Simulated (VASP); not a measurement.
Set up this calculation in VASP 6.6.1, as the native input.

```yaml
Task: single point
Functional: PBE
Potentials_or_basis: VASP PAW PBE potentials, release 64 (Ag)
Cutoff: 520 eV
k_mesh: 20 × 20 × 20
Occupations: gaussian, width 0.15 eV
Spin: no spin polarisation
Dipole_correction: no
Further_INCAR_settings: ALGO = Normal; EDIFF = 1e-07; NBANDS = 12
```

The structure of Ag lies in POSCAR:

```
Ag
1.0
    0.0000000000      2.0788542500      2.0431000000
    2.0431000000      0.0000000000      2.0431000000
    2.0431000000      2.0788542500      0.0000000000
Ag
1
Direct
    0.0000000000      0.0000000000      0.0000000000
```

This cell differs from its parent crystal: strain +0.0175 x Voigt [0, 1, 0, 0, 0, 0].

One way to write it, as run:

INCAR

```
  PREC = Accurate
  ENCUT = 520
  EDIFF = 1E-7
  ISMEAR = 0
  SIGMA = 0.15
  LREAL = False
  LASPH = True
  NELM = 80
  ALGO = Normal
  ISIF = 2
  LWAVE = False
  LCHARG = False
  GGA = PE
  NBANDS = 12
```

KPOINTS

```
Automatic mesh
0
Gamma
  20 20 20
```

Potentials or basis: VASP PAW PBE potentials, release 64 (Ag).

Command:

```console
$ cat potpaw_PBE.64/Ag/POTCAR > POTCAR
$ mpirun -np 1 vasp_std > vasp.out
```

It gave:

```yaml
Pressure: 2.6 GPa
```

Caveat: the cell differs from its parent crystal (strain +0.0175 x Voigt [0, 1, 0, 0, 0, 0]).

Wall time 45 s on 1 thread of Intel(R) Xeon(R) Platinum 8488C (Sapphire Rapids), on a shared host, peak memory 0.24 GiB.
